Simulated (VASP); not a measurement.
SrO, 2 atoms in the cell. It takes space group Pm-3m (No. 221, cubic). Conventional cell: a = 3.103 Å, b = 3.103 Å, c = 3.103 Å, α = 90.00°, β = 90.00°, γ = 90.00°. Sr (site symmetry m-3m) has 8 O at 2.69 Å and 6 Sr at 3.10 Å within 3.5 Å. O (site symmetry m-3m) has 8 Sr at 2.69 Å and 6 O at 3.10 Å within 3.5 Å. 

| Item | Value |
| --- | --- |
| Program | VASP 6.6.1 |
| Task | single point |
| Functional | r2SCAN |
| Potentials or basis | VASP PAW PBE potentials, release 64 (Sr_sv, O) |
| Cutoff | 520 eV |
| k mesh | 6 × 6 × 6 |
| Occupations | gaussian, width 0.01 eV |
| Spin | no spin polarisation |
| Dipole correction | no |
| Further INCAR settings | ALGO = Normal; EDIFF = 1e-06; NBANDS = 15 |

Potentials or basis: VASP PAW PBE potentials, release 64 (Sr_sv, O).

The run is started by

```console
$ cat potpaw_PBE.64/Sr_sv/POTCAR potpaw_PBE.64/O/POTCAR > POTCAR
$ cp INCAR.step1 INCAR
$ mpirun -np 1 vasp_std > vasp.out
$ cp INCAR.step2 INCAR
$ mpirun -np 1 vasp_std > vasp.out
```

Hardware: 1 thread of Intel(R) Xeon(R) 6975P-C (Granite Rapids) (shared host).

Problem. How long does it take, and how much memory?

Solution. It took 13 s on 1 thread of Intel(R) Xeon(R) 6975P-C (Granite Rapids), on a shared host, peak memory 0.14 GiB. Counts: k points 20.
